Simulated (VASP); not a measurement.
Write the native input for VASP 6.6.1 that does the following.

* Task: single point
* Functional: LDA
* Potentials or basis: VASP PAW LDA potentials, release 64 (Au)
* Cutoff: 520 eV
* k mesh: 14 × 14 × 8
* Occupations: fermi-dirac, width 0.1 eV
* Spin: no spin polarisation
* Dipole correction: no
* Further INCAR settings: ALGO = Normal; EDIFF = 1e-06; NBANDS = 18

The structure of Au lies in POSCAR:

```
Au
1.0
    2.7210621424      0.0000000000      0.0000000000
   -1.3605310712      2.3565089406      0.0000000000
    0.0000000000      0.0000000000      4.5516916743
Au
2
Direct
    0.3333333333      0.6666666667      0.2500000000
    0.6666666667      0.3333333333      0.7500000000
```

This cell differs from its parent crystal: volume scaled by 0.88.

The input as run:

INCAR

```
SYSTEM = Au
  PREC = Accurate
  ENCUT = 520
  EDIFF = 1E-6
  ISMEAR = -1
  SIGMA = 0.1
  LREAL = .False.
  LASPH = .True.
  NELM = 100
  ALGO = Normal
  ISIF = 2
  LWAVE = .False.
  LCHARG = .True.
  GGA = CA
  LELF = .True.
  LVHAR = .True.
  NBANDS = 18
```

KPOINTS

```
Automatic mesh
0
Gamma
  14 14 8
  0 0 0
```

Potentials or basis: VASP PAW LDA potentials, release 64 (Au).

Launch:

```sh
$ cat potpaw_LDA.64/Au/POTCAR > POTCAR
$ mpirun -np 1 vasp_std > vasp.out
```

It gave:

- Pressure: 36.3 GPa
- Band gap on the k mesh: zero (band 11 reaches 16.58 eV, above the bottom of band 12 at 9.16 eV)

Caveat: spin-orbit coupling is left out, which moves the levels of the heavy elements.

It took 20 s on 1 thread of Intel(R) Xeon(R) Platinum 8559C (Emerald Rapids), on a shared host, peak memory 0.16 GiB.
